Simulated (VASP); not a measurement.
Runs of VASP 6.6.1 on BN (zincblende type). The structure is that of space group F-43m (No. 216), or close to it. The cells are those of the table. 

```tsv
cell	gap on the mesh (eV)	pressure (GPa)
a = 2.500 Å, angles 60.0°, 2 atoms	5.12	28.5
a = 2.369 Å, angles 60.0°, 2 atoms	(c)	132.6
a = 2.446 Å, angles 60.0°, 2 atoms	5.19	(b)
a = 2.288 Å, angles 60.0°, 2 atoms	5.39	(a)
a = 2.200 Å, angles 60.0°, 2 atoms	5.48	389.6
```

Alike in all rows: task single point; level r2SCAN; potentials or basis VASP PAW PBE potentials, release 64 (B, N); no spin polarisation; k mesh 15 × 15 × 15; cutoff (eV) 520; smearing fermi-dirac 0.08 eV.

Task: Estimate the missing entries.

Result: (a) 234.0; (b) 64.8; (c) 5.29.

Caveats: the cell stands under pressure; the PAW data sets were made with another functional, which shifts forces and pressure a little; an odd mesh through Γ misses points on the zone boundary, where band edges can lie.
